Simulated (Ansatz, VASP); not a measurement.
# Zr2N: VASP beside Ansatz

File INCAR:

```
SYSTEM = Zr2N
PREC = Accurate
ENCUT = 520
EDIFF = 1E-6
ISMEAR = 0
SIGMA = 0.15
LREAL = .FALSE.
LASPH = .TRUE.
NELM = 80
ALGO = Normal
ISIF = 2
LWAVE = .FALSE.
LCHARG = .TRUE.
GGA = PS
LELF = .TRUE.
LVHAR = .TRUE.
NBANDS = 38
```

KPOINTS

```
Automatic mesh
0
G
  10 10 14
  0 0 0
```

File POSCAR:

```
Zr2N
1.0
    5.3700488437      0.0000000000      0.0000000000
    0.0000000000      5.3700488437      0.0000000000
    0.0000000000      0.0000000000      3.2726229990
Zr N
4 2
Direct
    0.3192956288      0.2732090138      0.0000000000
    0.6807043712      0.7267909862      0.0000000000
    0.8192956288      0.2267909862      0.5000000000
    0.1807043712      0.7732090138      0.5000000000
    0.0000000000      0.0000000000      0.0000000000
    0.5000000000      0.5000000000      0.5000000000
```

Input for Ansatz:

```yaml
crystal:
  lattice:
    - [5.3700488437, 0.0, 0.0]
    - [0.0, 5.3700488437, 0.0]
    - [0.0, 0.0, 3.272622999]
  atoms:
    - { symbol: Zr, position: [0.3192956288, 0.2732090138, 0.0] }
    - { symbol: Zr, position: [0.6807043712, 0.7267909862, 0.0] }
    - { symbol: Zr, position: [0.8192956288, 0.2267909862, 0.5] }
    - { symbol: Zr, position: [0.1807043712, 0.7732090138, 0.5] }
    - { symbol: "N", position: [0.0, 0.0, 0.0] }
    - { symbol: "N", position: [0.5, 0.5, 0.5] }
basis:
  ecutwfc: 420
kpoints:
  mp_grid: { grid: [10, 10, 14] }
hamiltonian:
  xc: pbesol
scf:
  occupations: { method: gaussian, width: 0.15 }
output:
  forces: true
  stress: true
  eigenvalues: true
  write_density: true
  write_potential: true
  elf: true
  volumetric_format: npy
```

Change from the starting cell: mode 4 (51.0 1/cm) frozen in, largest displacement +0.175 Å.

Alike in both runs: task single point; functional PBEsol; k mesh 10 × 10 × 14; occupations gaussian, width 0.15 eV; no spin polarisation.

|  | VASP | Ansatz |
| --- | --- | --- |
| version | VASP 6.6.1 | Ansatz 0.2.0 |
| potentials or method | VASP PAW PBE potentials, release 64 (Zr_sv, N), cutoff 520 eV | scalar-relativistic, plane waves, PAW |
| valence electrons in the cell | 58 | 58 |

```csv
,VASP,Ansatz,Ansatz less VASP
gap on the k mesh at the Fermi level (eV),none,none,-
pressure (GPa),-0.5,-0.7,-0.24
"traceless stress, the component that is largest in VASP (GPa)",4.11,4.11,+0.007
rms of the force components (eV/Å),0.113,0.115,+0.0023
```

VASP's potentials were made for PBE, not for PBEsol. Atom by atom the forces differ by 0.003 eV/Å (rms over components). A gap of «none» marks a metal or a gap that the smearing closes.
